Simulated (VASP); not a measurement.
A run of VASP 6.6.1 is set up as follows.

Contents of INCAR:

```
SYSTEM = TaN
ALGO = Normal
EDIFF = 1E-8
ENCUT = 520
GGA = PE
ISIF = 2
ISMEAR = -1
LASPH = .TRUE.
LCHARG = .FALSE.
LEFG = .TRUE.
LREAL = .FALSE.
LWAVE = .FALSE.
NBANDS = 15
NELM = 80
PREC = Accurate
SIGMA = 0.02
```

File KPOINTS:

```
k-points
0
G
  9 9 9
  0 0 0
```

Contents of POSCAR:

```
TaN
1.0
    0.0217900000      2.1898950000      2.1898950000
    2.1898950000      0.0217900000      2.1898950000
    2.1898950000      2.1898950000      0.0217900000
Ta N
1 1
Direct
    0.5000000000      0.5000000000      0.5000000000
    0.0000000000      0.0000000000      0.0000000000
```

Potentials or basis: VASP PAW PBE potentials, release 64 (Ta_pv, N).

The run is started by

```console
$ cat potpaw_PBE.64/Ta_pv/POTCAR potpaw_PBE.64/N/POTCAR > POTCAR
$ mpirun -np 1 vasp_std > vasp.out
```

(1) What does it give for the band gap on the k mesh?

(2) Estimate the pressure.

## Answers

(1) zero (band 8 reaches 11.44 eV, above the bottom of band 9 at 7.76 eV).

(2) 15.5 GPa.

Caveat: the cell differs from its parent crystal (equal xy, yz and zx shear strains of +1 %); without QUAD_EFG the Cq values of the log hold for a quadrupole moment of 1 mb, not for the nuclei; spin-orbit coupling is left out, which moves the levels of the heavy elements.
